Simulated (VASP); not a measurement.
Here is a VASP 6.6.1 calculation.

POSCAR

```
SnSe
1.0
    0.0000000000      2.8839108286      2.8839108286
    2.8839108286      0.0000000000      2.8839108286
    2.8839108286      2.8839108286      0.0000000000
Sn Se
1 1
Direct
    0.0000000000      0.0000000000      0.0000000000
    0.5000000000      0.5000000000      0.5000000000
```

Contents of INCAR.step1:

```
PREC = Accurate
ENCUT = 520
ISMEAR = -1
SIGMA = 0.1
LREAL = F
LASPH = T
NELM = 60
NBANDS = 17
GGA = PE
ALGO = Normal
EDIFF = 1E-4
LWAVE = T
LCHARG = F
```

INCAR.step2

```
PREC = Accurate
ENCUT = 520
EDIFF = 1E-6
ISMEAR = -1
SIGMA = 0.1
LREAL = F
LASPH = T
NELM = 60
ALGO = Normal
ISIF = 2
LWAVE = F
LCHARG = F
METAGGA = R2SCAN
LMIXTAU = T
NBANDS = 17
ISTART = 1
```

File KPOINTS:

```
regular mesh
0
Gamma
  12 12 12
```

Potentials or basis: VASP PAW PBE potentials, release 64 (Sn_d, Se).

Launch:

```console
$ cat potpaw_PBE.64/Sn_d/POTCAR potpaw_PBE.64/Se/POTCAR > POTCAR
$ cp INCAR.step1 INCAR
$ mpirun -np 1 vasp_std > vasp.out
$ cp INCAR.step2 INCAR
$ mpirun -np 1 vasp_std > vasp.out
```

Problem. Predict the band gap on the k mesh.

Solution. 0.36 eV (least direct gap 0.40 eV).

Problem. What does it give for the pressure?

Solution. 8.9 GPa.

Caveat: the cell stands under pressure; semilocal functionals underestimate gaps, and a narrow one can read as zero; the PAW data sets were made with another functional, which shifts forces and pressure a little; spin-orbit coupling is left out, which moves the levels of the heavy elements. A k mesh can miss the band edges.
